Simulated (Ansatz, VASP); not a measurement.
# One calculation of Ti, two programs

```
CELL_PARAMETERS angstrom
3.00900 0.00000 0.00000
-1.50450 2.60587 0.00000
0.00000 0.00000 4.68600
ATOMIC_POSITIONS crystal
Ti 0.33333 0.66667 0.25000
Ti 0.66667 0.33333 0.75000
```

Change from the starting cell: equal xx and yy strain of +2 %.

Alike in both runs: task single point; functional PBEsol; k mesh 13 × 13 × 7; occupations fermi-dirac, width 0.08 eV; no spin polarisation.

|  | VASP | Ansatz |
| --- | --- | --- |
| version | VASP 6.6.1 | Ansatz 0.2.0 |
| potentials or method | VASP PAW PBE potentials, release 64 (Ti_sv), cutoff 520 eV | all-electron LAPW, scalar-relativistic |

Ansatz gave:

* pressure (GPa): -9.4
* traceless stress, the component that is largest in VASP (GPa): 0.90

Q: Estimate VASP's values.

A: Pressure (GPa): -9.5; traceless stress, the component that is largest in VASP (GPa): 0.89.

VASP's potentials were made for PBE, not for PBEsol. Ansatz ran all-electron here, and VASP with PAW potentials.
